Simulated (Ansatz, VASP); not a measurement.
**One calculation of BAs, two programs**

File INCAR:

```
PREC = Accurate
ENCUT = 520
EDIFF = 1E-7
ISMEAR = 0
SIGMA = 0.03
LREAL = False
LASPH = True
NELM = 80
ALGO = Normal
ISIF = 2
LWAVE = False
LCHARG = False
GGA = PE
NBANDS = 11
```

Contents of KPOINTS:

```
regular mesh
0
Gamma
  12 8 6
```

The input POSCAR:

```
BAs
1.0
    2.1275493300      0.0000000000      0.0000000000
    0.0000000000      3.1740629400      0.0000000000
    0.0000000000      0.0000000000      4.9509801800
B As
1 1
Direct
    0.0000000000      0.5000000000      0.0000000000
    0.5000000000      0.5000000000      0.5000000000
```

Contents of input.yaml:

```yaml
crystal:
  lattice:
    - [2.12754933, 0.0, 0.0]
    - [0.0, 3.17406294, 0.0]
    - [0.0, 0.0, 4.95098018]
  atoms:
    - { symbol: B, position: [0.0, 0.5, 0.0] }
    - { symbol: As, position: [0.5, 0.5, 0.5] }
hamiltonian:
  xc: pbe
  pseudopotentials: { kind: paw }
kpoints:
  mp_grid: { grid: [12, 8, 6] }
scf:
  occupations: { method: gaussian, width: 0.03 }
output:
  forces: true
  stress: true
  eigenvalues: true
  write_density: true
  write_potential: true
  elf: true
  volumetric_format: npy
```

Alike in both runs: task single point; functional PBE; k mesh 12 × 8 × 6; occupations gaussian, width 0.03 eV; no spin polarisation.

|  | VASP | Ansatz |
| --- | --- | --- |
| version | VASP 6.6.1 | Ansatz 0.2.0 |
| potentials or method | VASP PAW PBE potentials, release 64 (B, As) | Ansatz PAW |
| plane-wave cutoff (eV) | 520 | 420 |
| valence electrons in the cell | 8 | 18 |

```tsv
	VASP	Ansatz	Ansatz less VASP
gap on the k mesh at the Fermi level (eV)	none	none	-
pressure (GPa)	6.0	5.5	-0.49
traceless stress, the component that is largest in VASP (GPa)	24.57	23.77	-0.806
```

A gap of «none» marks a metal or a gap that the smearing closes. VASP's potentials hold 8 valence electrons a cell and Ansatz's 18, so a difference there can come from the potentials and not from the codes.
